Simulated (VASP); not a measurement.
Here is a VASP 6.6.1 calculation.

The input INCAR:

```
SYSTEM = KF
  PREC = Accurate
  ENCUT = 520
  EDIFF = 1E-6
  ISMEAR = 0
  SIGMA = 0.01
  LREAL = .False.
  LASPH = .True.
  NELM = 80
  ALGO = Normal
  ISIF = 2
  LWAVE = .False.
  LCHARG = .False.
  GGA = PE
  NBANDS = 15
```

KPOINTS

```
Automatic mesh
0
Gamma
  6 6 6
  0 0 0
```

The input POSCAR:

```
KF
1.0
    0.0000000000      2.6589612452      2.6589612452
    2.6589612452      0.0000000000      2.6589612452
    2.6589612452      2.6589612452      0.0000000000
K F
1 1
Direct
    0.0000000000      0.0000000000      0.0000000000
    0.5000000000      0.5000000000      0.5000000000
```

Potentials or basis: VASP PAW PBE potentials, release 64 (K_sv, F).

The run is started by

```bash
$ cat potpaw_PBE.64/K_sv/POTCAR potpaw_PBE.64/F/POTCAR > POTCAR
$ mpirun -np 1 vasp_std > vasp.out
```

(1) Predict the band gap on the k mesh.

(2) Estimate the pressure.

Answers

(1) 6.24 eV, direct.

(2) 2.0 GPa.
